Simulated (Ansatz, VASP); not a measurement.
## Two plane-wave programs on C

```
C
1.0
     2.46657    0.00000    0.00000
    -1.23328    2.13611    0.00000
     0.00000    0.00000    8.52674
C
4
Direct
  0.00000 0.00000 0.25000
  0.00000 0.00000 0.75000
  0.33333 0.66667 0.25000
  0.66667 0.33333 0.75000
```

Alike in both runs: task single point; functional PBE; k mesh 15 × 15 × 4; occupations methfessel-paxton of order 1, width 1 eV; no spin polarisation.

|  | VASP | Ansatz |
| --- | --- | --- |
| version | VASP 6.6.1 | Ansatz 0.2.0 |
| potentials or method | VASP PAW PBE potentials, release 64 (C), cutoff 520 eV | plane waves (420 eV) with PAW, scalar-relativistic |
| valence electrons in the cell | 16 | 16 |

Ansatz gave:

| Property | Result |
| --- | --- |
| pressure (GPa) | -0.1 |
| traceless stress, the component that is largest in VASP (GPa) | 0.15 |

Problem. Which values does VASP return?

Solution. Pressure (GPa): 0.3; traceless stress, the component that is largest in VASP (GPa): -0.26.

The functional is the same, so the differences come from potentials, cutoffs and numerics.
